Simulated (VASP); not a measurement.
The system is InAs.

```xyz
2
Lattice="0.0000 3.0180 3.0180 3.0180 0.0000 3.0180 3.0180 3.0180 0.0000" Properties=species:S:1:pos:R:3 pbc="T T T"
In    0.0000    0.0000    0.0000
As    4.5270    4.5270    4.5270
```

```yaml
Program: VASP 6.6.1
Task: relaxation of cell and atoms
Functional: RPBE
Potentials_or_basis: VASP PAW PBE potentials, release 64 (In_d, As)
Cutoff: 600 eV
k_mesh: 8 × 8 × 8
Occupations: fermi-dirac, width 0.05 eV
Spin: no spin polarisation
```

At the start: pressure 6.1 GPa; volume 27.49 Å³/atom.

Question: How do energy, volume and symmetry change on relaxing?

Answer: Over 3 steps the energy falls by 54.0 meV/atom and the volume is 30.61 Å³/atom (+11.3 %); space group F-43m (No. 216, to 0.05 Å).

Step by step:
```
step  energy change (eV)  largest force (eV/Å)  pressure (GPa)  volume (Å³)
   1              0.0000                0.0000            6.13        54.98
   2             -0.0948                0.0000           -1.59        63.78
   3             -0.1080                0.0000            0.04        61.22
```

Final structure:
```
In As
1.0
     0.00000    3.12810    3.12810
     3.12810    0.00000    3.12810
     3.12810    3.12810    0.00000
In As
1 1
Direct
  0.00000 0.00000 0.00000
  0.75000 0.75000 0.75000
```

Caveat: the PAW data sets were made with another functional, which shifts forces and pressure a little; the volume moved by +11 % from the deposited cell, more than functionals usually miss.
